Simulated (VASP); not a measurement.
# MnO (Fm-3m) in VASP: notebook

Runs on MnO. Level: PBE. Tasks: single point.

Everything below comes from runs of VASP 6.6.1. Logs are shortened: lines on timing, memory, paths and dates and some standing lists are left out, and cuts for length are marked.

**1. The cell of the first run**

The structure is cubic, space group Fm-3m (No. 225). Conventional cell: a = 4.448 Å, b = 4.448 Å, c = 4.448 Å, α = 90.00°, β = 90.00°, γ = 90.00°. Mn (site symmetry m-3m) has 6 O at 2.22 Å within 2.9 Å. Within 2.9 Å of O (site symmetry m-3m) lie 6 Mn at 2.22 Å.

**2. Single point, PBE, collinear spin, ferromagnetic start**

File INCAR:

```
SYSTEM = MnO
PREC = Accurate ; ENCUT = 520
EDIFF = 1E-7 ; ISMEAR = 0
SIGMA = 0.016 ; LREAL = .False.
LASPH = .True. ; NELM = 150
ALGO = Normal ; ISIF = 2
LWAVE = .False. ; LCHARG = .True.
ISPIN = 2 ; MAGMOM = 4 0
LORBIT = 11 ; LMAXMIX = 4
GGA = PE ; LELF = .True.
LVHAR = .True. ; NBANDS = 20
```

File KPOINTS:

```
regular mesh
0
Gamma
  10 10 10
  0 0 0
```

File POSCAR:

```
MnO
1.0
    0.0000000000      2.2239077028      2.2239077028
    2.2239077028      0.0000000000      2.2239077028
    2.2239077028      2.2239077028      0.0000000000
Mn O
1 1
Direct
    0.0000000000      0.0000000000      0.0000000000
    0.5000000000      0.5000000000      0.5000000000
```

Potentials or basis: VASP PAW PBE potentials, release 64 (Mn_pv, O).

The run is started by

```
$ cat potpaw_PBE.64/Mn_pv/POTCAR potpaw_PBE.64/O/POTCAR > POTCAR
$ mpirun -np 1 vasp_std > vasp.out
```

OUTCAR:

```text
SYSTEM = MnO
   PREC = Accurate
   ENCUT = 520
   EDIFF = 1E-7
   ISMEAR = 0
   LREAL = .False.
   LASPH = .True.
   NELM = 150
   ISIF = 2
   ISPIN = 2
   LORBIT = 11
   GGA = PE

 ion  position               nearest neighbor table
   1  0.000  0.000  0.000-   2 2.22   2 2.22   2 2.22   2 2.22   2 2.22   2 2.22
   2  0.500  0.500  0.500-   1 2.22   1 2.22   1 2.22   1 2.22   1 2.22   1 2.22

  LATTYP: Found a face centered cubic cell.
 ALAT       =     4.4478154056

  Lattice vectors:

 A1 = (   0.0000000000,   2.2239077028,   2.2239077028)
 A2 = (   2.2239077028,   0.0000000000,   2.2239077028)
 A3 = (   2.2239077028,   2.2239077028,   0.0000000000)

Analysis of symmetry for initial positions (statically):
=====================================================================
 Subroutine PRICEL returns:
 Original cell was already a primitive cell.

 Routine SETGRP: Setting up the symmetry group for a
 face centered cubic supercell.

 Subroutine GETGRP returns: Found 48 space group operations
 (whereof 48 operations were pure point group operations)
 out of a pool of 48 trial point group operations.

The static configuration has the point symmetry O_h .

Analysis of symmetry for dynamics (positions and initial velocities):
=====================================================================
 Subroutine PRICEL returns:
 Original cell was already a primitive cell.

 Routine SETGRP: Setting up the symmetry group for a
 face centered cubic supercell.

 Subroutine GETGRP returns: Found 48 space group operations
 (whereof 48 operations were pure point group operations)
 out of a pool of 48 trial point group operations.

The dynamic configuration has the point symmetry O_h .

Analysis of structural, dynamic, and magnetic symmetry:
=====================================================================
 Subroutine PRICEL returns:
 Original cell was already a primitive cell.

 Routine SETGRP: Setting up the symmetry group for a
 face centered cubic supercell.

 Subroutine GETGRP returns: Found 48 space group operations
 (whereof 48 operations were pure point group operations)
 out of a pool of 48 trial point group operations.

The overall configuration has the point symmetry O_h .

 Subroutine INISYM returns: Found 48 space group operations
 (whereof 48 operations are pure point group operations),
 and found     1 'primitive' translations

----------------------------------------------------------------------------------------

                                     Primitive cell

  volume of cell :      21.9979

  direct lattice vectors                    reciprocal lattice vectors
     0.000000000  2.223907703  2.223907703    -0.224829474  0.224829474  0.224829474
     2.223907703  0.000000000  2.223907703     0.224829474 -0.224829474  0.224829474
     2.223907703  2.223907703  0.000000000     0.224829474  0.224829474 -0.224829474

  length of vectors
     3.145080435  3.145080435  3.145080435     0.389416073  0.389416073  0.389416073

  position of ions in fractional coordinates (direct lattice)
     0.000000000  0.000000000  0.000000000
     0.500000000  0.500000000  0.500000000

  ion indices of the primitive-cell ions
   primitive index   ion index
                 1           1
                 2           2

----------------------------------------------------------------------------------------

 KPOINTS: regular mesh

Automatic generation of k-mesh.
 Grid dimensions read from file:
 generate k-points for:   10   10   10

 Generating k-lattice:

  Cartesian coordinates                     Fractional coordinates (reciprocal lattice)
    -0.022482947  0.022482947  0.022482947     0.100000000  0.000000000  0.000000000
     0.022482947 -0.022482947  0.022482947     0.000000000  0.100000000  0.000000000
     0.022482947  0.022482947 -0.022482947     0.000000000  0.000000000  0.100000000

  Length of vectors
     0.038941607  0.038941607  0.038941607

  Shift w.r.t. Gamma in fractional coordinates (k-lattice)
     0.000000000  0.000000000  0.000000000

 Subroutine IBZKPT returns following result:
 ===========================================

 Found     47 irreducible k-points:

 Following reciprocal coordinates:
            Coordinates               Weight
  0.000000  0.000000  0.000000      1.000000
  0.100000  0.000000  0.000000      8.000000
  0.200000  0.000000  0.000000      8.000000
  0.300000  0.000000  0.000000      8.000000
  0.400000  0.000000  0.000000      8.000000
  0.500000  0.000000  0.000000      4.000000
[... 16 lines left out ...]
  0.300000  0.300000  0.000000      6.000000
  0.400000  0.300000  0.000000     24.000000
 [... further k-points ...]
   k-points           NKPTS =     47   k-points in BZ     NKDIM =     47   number of bands    NBANDS=     20
   number of dos      NEDOS =    301   number of ions     NIONS =      2
   total plane-waves  NPLWV =  13824
   dimension x,y,z NGX =    24 NGY =   24 NGZ =   24
   dimension x,y,z NGXF=    48 NGYF=   48 NGZF=   48
   ions per type =               1   1
   NGX,Y,Z   is equivalent  to a cutoff of  12.69, 12.69, 12.69 a.u.
   NGXF,Y,Z  is equivalent  to a cutoff of  25.37, 25.37, 25.37 a.u.
 SYSTEM =  MnO
   PREC   = accura    normal or accurate (medium, high low for compatibility)
   ISTART =      0    job   : 0-new  1-cont  2-samecut
   ICHARG =      2    charge: 1-file 2-atom 10-const
   ISPIN  =      2    spin polarized calculation?
   LNONCOLLINEAR =      F non collinear calculations
   LSORBIT =      F    spin-orbit coupling
   LASPH  =      T    aspherical Exc in radial PAW
   ENCUT  =  520.0 eV  38.22 Ry    6.18 a.u.   5.85  5.85  5.85*2*pi/ulx,y,z
   NELM   =    150;   NELMIN=  2; NELMDL= -5     # of ELM steps
   EDIFF  = 0.1E-06   stopping-criterion for ELM
   LREAL  =      F    real-space projection
   EDIFFG = 0.1E-05   stopping-criterion for IOM
   NSW    =      0    number of steps for IOM
   IBRION =     -1    ionic relax: 0-MD 1-quasi-New 2-CG
   NFREE  =      0    steps in history (QN), initial steepest desc. (CG)
   ISIF   =      2    stress and relaxation
   ISYM   =      2    0-nonsym 1-usesym 2-fastsym
   POTIM  = 0.5000    time-step for ionic-motion
   TEBEG  =    0.0;   TEEND  =   0.0 temperature during run
   PSTRESS=    0.0 pullay stress
   NELECT =      19.0000    total number of electrons
   NUPDOWN=      -1.0000    fix difference up-down
   EMIN   =  10.00;   EMAX   =-10.00  energy-range for DOS
   EFERMI =   0.00;   METHOD = LEGACY
   ISMEAR =     0;   SIGMA  =   0.02  broadening in eV -4-tet -1-fermi 0-gaus
   EFERMI_NEDOS =   21; number of points for ismear=-14 and -15
   IALGO  =     38    algorithm
   IMIX   =      4    mixing-type and parameters
     AMIX     =   0.40;   BMIX     =  1.00
     AMIX_MAG =   1.60;   BMIX_MAG =  1.00
  volume/ion in A,a.u.               =      11.00        74.22
  Fermi-wavevector in a.u.,A,eV,Ry     =   1.559071  2.946217 33.071721  2.430703
  Thomas-Fermi vector in A             =   2.662483
   LORBIT       =     11    0 simple, 1 ext, 2 COOP (PROOUT), +10 PAW based schemes
   GGA     = PE    functional components
   LHFCALC =     F    Hartree Fock is set to
   AEXX    =    0.0000 exact exchange contribution
   IVDW    =     0    specifies the selected vdW correction
   LEPSILON=     F    determine dielectric tensor
   LRPA    =     F    only Hartree local field effects (RPA)
 spin polarized calculation
 Gauss-broadening in eV      SIGMA  =   0.02
  energy-cutoff  :      520.00
  volume of cell :       22.00
 maximum number of plane-waves:       609
   NGX = 11   NGY = 11   NGZ = 11

 number of electron      18.9999991 magnetization       4.8019761

 Free energy of the ion-electron system (eV)
  ---------------------------------------------------
  ext. energy  EPLUGINS =         0.00000000
  ---------------------------------------------------
  free energy    TOTEN  =       -16.40255188 eV

  energy without entropy =      -16.40231518  energy(sigma->0) =      -16.40243353

 E-fermi :   7.5099     XC(G=0): -11.8517

 val. band max:        7.4930500801   @ k =  -0.2000   0.2000   0.0000
 cond. band min:       7.5102511078   @ k =  -0.3000   0.1000   0.0000
 fundamental gap:      0.0172010277
 Fermi energy:         7.5098556233

 spin component 1

 k-point     1 :       0.0000    0.0000    0.0000
  band No.  band energies     occupation
      1     -42.8477      1.00000
      2     -42.8477      1.00000
      3     -42.8477      1.00000
      4     -12.7282      1.00000
      5       3.7910      1.00000
      6       3.7910      1.00000
[... 12 lines left out ...]
     19      27.2089      0.00000
     20      27.2089      0.00000

 k-point     2 :       0.1000    0.0000    0.0000
  band No.  band energies     occupation
      1     -42.8537      1.00000
      2     -42.8484      1.00000
      3     -42.8484      1.00000
      4     -12.6430      1.00000
      5       2.9159      1.00000
      6       3.2454      1.00000
[... 12 lines left out ...]
     19      26.5799      0.00000
     20      28.3367      0.00000

 k-point     3 :       0.2000    0.0000    0.0000
  band No.  band energies     occupation
      1     -42.8695      1.00000
      2     -42.8505      1.00000
      3     -42.8505      1.00000
      4     -12.4128      1.00000
      5       1.5878      1.00000
      6       2.5163      1.00000
[... 12 lines left out ...]
     19      26.5333      0.00000
     20      30.5823      0.00000

 k-point     4 :       0.3000    0.0000    0.0000
  band No.  band energies     occupation
      1     -42.8890      1.00000
      2     -42.8530      1.00000
      3     -42.8530      1.00000
      4     -12.1094      1.00000
      5       0.3931      1.00000
      6       1.9331      1.00000
[... 429 lines left out ...]
 k-point    23 :       0.3000    0.3000    0.0000
  band No.  band energies     occupation
      1     -42.8856      1.00000
      2     -42.8628      1.00000
      3     -42.8628      1.00000
      4     -12.0463      1.00000
      5       0.4726      1.00000
      6       2.7698      1.00000
[... 12 lines left out ...]
     19      32.7018      0.00000
     20      32.7890      0.00000

 k-point    24 :       0.4000    0.3000    0.0000
  band No.  band energies     occupation
      1     -42.8939      1.00000
      2     -42.8672      1.00000
      3     -42.8654      1.00000
      4     -11.9042      1.00000
      5       0.3782      1.00000
      6       2.2689      1.00000
[... 12 lines left out ...]
     19      32.2078      0.00000
     20      33.9720      0.00000

 [... further k-points ...]

 spin component 2

 k-point     1 :       0.0000    0.0000    0.0000
  band No.  band energies     occupation
      1     -38.1576      1.00000
      2     -38.1576      1.00000
      3     -38.1576      1.00000
      4     -12.2791      1.00000
      5       4.1844      1.00000
      6       4.1844      1.00000
[... 12 lines left out ...]
     19      29.5749      0.00000
     20      29.5749      0.00000

 k-point     2 :       0.1000    0.0000    0.0000
  band No.  band energies     occupation
      1     -38.1653      1.00000
      2     -38.1584      1.00000
      3     -38.1584      1.00000
      4     -12.1962      1.00000
      5       3.5792      1.00000
      6       3.9918      1.00000
[... 12 lines left out ...]
     19      28.5574      0.00000
     20      30.4172      0.00000

 k-point     3 :       0.2000    0.0000    0.0000
  band No.  band energies     occupation
      1     -38.1856      1.00000
      2     -38.1609      1.00000
      3     -38.1609      1.00000
      4     -11.9731      1.00000
      5       2.3981      1.00000
      6       3.5599      1.00000
[... 12 lines left out ...]
     19      28.1541      0.00000
     20      32.2746      0.00000

 k-point     4 :       0.3000    0.0000    0.0000
  band No.  band energies     occupation
      1     -38.2106      1.00000
      2     -38.1639      1.00000
      3     -38.1639      1.00000
      4     -11.6803      1.00000
      5       1.2648      1.00000
      6       3.1189      1.00000
[... 429 lines left out ...]
 k-point    23 :       0.3000    0.3000    0.0000
  band No.  band energies     occupation
      1     -38.2055      1.00000
      2     -38.1764      1.00000
      3     -38.1764      1.00000
      4     -11.6135      1.00000
      5       1.3255      1.00000
      6       3.4089      1.00000
[... 12 lines left out ...]
     19      33.6548      0.00000
     20      33.7717      0.00000

 k-point    24 :       0.4000    0.3000    0.0000
  band No.  band energies     occupation
      1     -38.2159      1.00000
      2     -38.1819      1.00000
      3     -38.1796      1.00000
      4     -11.4738      1.00000
      5       1.1567      1.00000
      6       3.0520      1.00000
[... 12 lines left out ...]
     19      33.2297      0.00000
     20      35.0054      0.00000

 [... further k-points ...]

------------------------ aborting loop because EDIFF is reached ----------------------------------------

  FORCE on cell =-STRESS in cart. coord.  units (eV):
  Direction    XX          YY          ZZ          XY          YZ          ZX
  --------------------------------------------------------------------------------------
  -------------------------------------------------------------------------------------
  Total        0.0553109      0.0553109      0.0553109     -0.0000000      0.0000000      0.0000000
  in kB        4.0284815      4.0284815      4.0284815     -0.0000000      0.0000000      0.0000000
  external PRESSURE =       4.0284815 kB  Pullay stress =       0.0000000 kB

 VOLUME and BASIS-vectors are now :
 -----------------------------------------------------------------------------
  energy-cutoff  :      520.00
  volume of cell :       22.00
      direct lattice vectors                 reciprocal lattice vectors
     0.000000000  2.223907703  2.223907703    -0.224829474  0.224829474  0.224829474
     2.223907703  0.000000000  2.223907703     0.224829474 -0.224829474  0.224829474
     2.223907703  2.223907703  0.000000000     0.224829474  0.224829474 -0.224829474

 POSITION                                       TOTAL-FORCE (eV/Angst)
 -----------------------------------------------------------------------------------
      0.00000      0.00000      0.00000         0.000000      0.000000      0.000000
      2.22391      2.22391      2.22391        -0.000000     -0.000000     -0.000000
 -----------------------------------------------------------------------------------
    total drift:                                0.000000     -0.000000     -0.000000

  FREE ENERGIE OF THE ION-ELECTRON SYSTEM (eV)
  ---------------------------------------------------
  free  energy   TOTEN  =       -16.4025518833 eV

  energy  without entropy=      -16.4023151767  energy(sigma->0) =      -16.40243353

 total charge

# of ion       s       p       d       tot
------------------------------------------
    1        0.202   6.176   4.974  11.353
    2        1.561   3.416   0.000   4.977
--------------------------------------------------
tot          1.763   9.592   4.974  16.329

 magnetization (x)

# of ion       s       p       d       tot
------------------------------------------
    1        0.034   0.026   4.295   4.355
    2        0.030   0.176   0.000   0.206
--------------------------------------------------
tot          0.064   0.202   4.295   4.561
```

Wall time 58 s (1 thread of Intel Xeon 8259CL, shared host); peak memory 0.16 GiB.

Results:

| Item | Value |
| --- | --- |
| Free energy | -16.4026 eV |
| Pressure | 0.4 GPa |
| Net moment | 4.80 μB per cell |
| Site moments | Mn +4.36; O +0.21 μB |
| Valence electrons inside the program's atomic spheres | Mn 11.35; O 4.98 |

Levels at points of the mesh, in eV from the Fermi level:
Spin up:
```tsv
k point	band 10	band 11	band 12	band 13	band 14	band 15
(0.00, 0.00, 0.00)	-3.20	-2.68	-2.68	-0.51	13.97	16.34
(0.50, 0.00, 0.00)	-1.87	0.22	0.22	3.49	7.74	11.88
(0.50, 0.50, 0.00)	-2.04	-2.04	-1.91	5.02	7.83	10.41
```
Spin down:
```tsv
k point	band 3	band 4	band 5	band 6	band 7	band 8	band 9	band 10	band 11	band 12
(0.00, 0.00, 0.00)	-45.67	-19.79	-3.33	-3.33	-3.33	0.78	0.78	0.78	0.82	1.41
(0.50, 0.00, 0.00)	-45.68	-18.84	-7.33	-4.81	-4.81	1.96	2.01	2.01	3.67	3.67
(0.50, 0.50, 0.00)	-45.70	-18.87	-6.38	-4.30	-4.30	-0.79	1.99	2.19	2.44	2.44
```

Caveat: a cell with one magnetic atom can't hold antiferromagnetic order, which such compounds often take; semilocal functionals often make such compounds metallic where correlation or magnetic order opens a gap, which also shifts bond lengths. With open d or f shells a metallic result of PBE can be an artefact of self-interaction; +U or a hybrid may open a gap.

**3. Single point, PBE, collinear spin, ferromagnetic start**

File INCAR:

```
SYSTEM = MnO
PREC = Accurate
ENCUT = 520
EDIFF = 1E-6
ISMEAR = 0
SIGMA = 0.017
LREAL = .False.
LASPH = .True.
NELM = 150
ALGO = Normal
ISIF = 2
LWAVE = .False.
LCHARG = .False.
ISPIN = 2
MAGMOM = 4 0
LORBIT = 11
LMAXMIX = 4
GGA = PE
NBANDS = 20
```

KPOINTS is that of step 2.

POSCAR is that of step 2.

Potentials or basis: VASP PAW PBE potentials, release 64 (Mn_pv, O).

The run is started by

```
$ cat potpaw_PBE.64/Mn_pv/POTCAR potpaw_PBE.64/O/POTCAR > POTCAR
$ mpirun -np 1 vasp_std > vasp.out
```

Run time: 55 s. Hardware: 1 thread of Intel Xeon 8259CL, shared host; peak memory 0.17 GiB.

The run converged. Its results:

* Free energy: -16.4026 eV
* Pressure: 0.4 GPa
* Net moment: 4.80 μB per cell
* Site moments: Mn +4.36; O +0.21 μB
* Valence electrons inside the program's atomic spheres: Mn 11.35; O 4.98

Levels at points of the mesh, in eV from the Fermi level:
Spin up:
```
           k point  band 10  band 11  band 12  band 13  band 14  band 15
(0.00, 0.00, 0.00)    -3.20    -2.68    -2.68    -0.51    13.97    16.34
(0.50, 0.00, 0.00)    -1.87     0.22     0.22     3.49     7.74    11.88
(0.50, 0.50, 0.00)    -2.04    -2.04    -1.91     5.02     7.83    10.41
```
Spin down:
```tsv
k point	band 4	band 5	band 6	band 7	band 8	band 9	band 10	band 11
(0.00, 0.00, 0.00)	-19.79	-3.33	-3.33	-3.33	0.78	0.78	0.78	0.82
(0.50, 0.00, 0.00)	-18.83	-7.33	-4.81	-4.81	1.96	2.01	2.01	3.67
(0.50, 0.50, 0.00)	-18.87	-6.38	-4.30	-4.30	-0.79	1.99	2.19	2.44
```

Caveat: a cell with one magnetic atom can't hold antiferromagnetic order, which such compounds often take; semilocal functionals often make such compounds metallic where correlation or magnetic order opens a gap, which also shifts bond lengths. With open d or f shells a metallic result of PBE can be an artefact of self-interaction; +U or a hybrid may open a gap.

(Continued in part 2 of 2.)
